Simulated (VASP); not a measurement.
Set up this calculation in VASP 6.6.1, as the native input.

* Task: single point
* Functional: PBE
* Dispersion: D4
* Potentials or basis: VASP PAW PBE potentials, release 64 (Pt, Fe)
* Cutoff: 600 eV
* k mesh: 10 × 10 × 7
* Occupations: fermi-dirac, width 0.05 eV
* Spin: collinear spin, ferromagnetic start
* Starting moments: [0.0, 3.0] μB
* Dipole correction: no
* Further INCAR settings: ALGO = Normal; EDIFF = 1e-06; NBANDS = 20

The structure of FePt lies in POSCAR:

```
FePt
1.0
    2.7113926995      0.0000000000      0.0000000000
    0.0000000000      2.7113926995      0.0000000000
    0.0000000000      0.0000000000      3.7133668473
Pt Fe
1 1
Direct
    0.5000000000      0.5000000000      0.5000000000
    0.0000000000      0.0000000000      0.0000000000
```

One way to write it, as run:

INCAR

```
SYSTEM = FePt
ALGO     = Normal         ! electronic algorithm
EDIFF    = 1E-6           ! SCF threshold, eV
ENCUT    = 600            ! plane-wave cutoff, eV
GGA      = PE             ! functional
GGA_COMPAT= .FALSE.      
ISIF     = 2              ! what is computed and relaxed
ISMEAR   = -1             ! smearing method
ISPIN    = 2              ! spin polarisation
IVDW     = 13             ! dispersion correction
LASPH    = .TRUE.         ! aspherical terms in the spheres
LCHARG   = .FALSE.        ! write CHGCAR
LMAXMIX  = 4              ! l up to which the mixer works
LORBIT   = 11             ! projections on sites
LREAL    = .FALSE.        ! projectors in reciprocal space
LWAVE    = .FALSE.        ! write WAVECAR
MAGMOM   = 0 3            ! initial moments
NBANDS   = 20             ! bands
NELM     = 200            ! most SCF steps
PREC     = Accurate       ! precision mode
SIGMA    = 0.05           ! smearing width, eV
```

KPOINTS

```
k-points
0
G
  10 10 7
  0 0 0
```

Potentials or basis: VASP PAW PBE potentials, release 64 (Pt, Fe).

Run with:

```sh
$ cat potpaw_PBE.64/Pt/POTCAR potpaw_PBE.64/Fe/POTCAR > POTCAR
$ mpirun -np 1 vasp_std > vasp.out
```

It gave:

- Pressure: -0.5 GPa
- Net moment: 3.25 μB per cell
- Site moments: Pt +0.33; Fe +2.90 μB
- Valence electrons inside the program's atomic spheres: Pt 9.46; Fe 7.01
- Dispersion energy per atom: -0.537 eV

Wall time 40 s on 1 thread of Intel(R) Xeon(R) 6975P-C (Granite Rapids) (shared host), peak memory 0.22 GiB.
